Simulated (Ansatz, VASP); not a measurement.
**One calculation of Zr, two programs**

```
CELL_PARAMETERS angstrom
-1.80886 1.80886 1.80886
1.80886 -1.80886 1.80886
1.80886 1.80886 -1.80886
ATOMIC_POSITIONS crystal
Zr 0.00000 0.00000 0.00000
```

Alike in both runs: task single point; functional PBEsol; k mesh 14 × 14 × 14; occupations fermi-dirac, width 0.1 eV; no spin polarisation.

|  | VASP | Ansatz |
| --- | --- | --- |
| version | VASP 6.6.1 | Ansatz 0.2.0 |
| potentials or method | VASP PAW PBE potentials, release 64 (Zr_sv), cutoff 520 eV | plane waves (420 eV) with PAW, scalar-relativistic |
| valence electrons in the cell | 12 | 12 |

```tsv
	VASP	Ansatz	Ansatz less VASP
pressure (GPa)	-6.4	-6.4	-0.06
```

VASP's potentials were made for PBE, not for PBEsol, and Ansatz warns of the same on its side.
